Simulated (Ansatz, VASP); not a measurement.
# One calculation of TiC, two programs

```
Ti C
1.0
     0.00000    2.16572    2.16572
     2.16572    0.00000    2.16572
     2.16572    2.16572    0.00000
Ti C
1 1
Cartesian
  0.0000 0.0000 0.0000
  2.1657 2.1657 2.1657
```

Alike in both runs: task relaxation of cell and atoms; functional PBEsol; k mesh 16 × 16 × 16; occupations gaussian, width 0.1 eV; no spin polarisation.

```csv
,VASP,Ansatz
version,VASP 6.6.1,Ansatz 0.2.0
potentials or method,"VASP PAW PBE potentials, release 64 (Ti_sv, C), cutoff 600 eV","scalar-relativistic, plane waves, PAW"
valence electrons in the cell,16,16
```

```tsv
	VASP	Ansatz	Ansatz less VASP
gap on the k mesh at the Fermi level, each at its own relaxed structure (eV)	none	none	-
relaxed volume (Å³/atom)	9.90	9.89	-0.007
relaxed cell length with the largest relative difference (Å)	3.037	3.036	-0.0007
```

VASP's potentials were made for PBE, not for PBEsol. A gap of «none» marks a metal or a gap that the smearing closes.
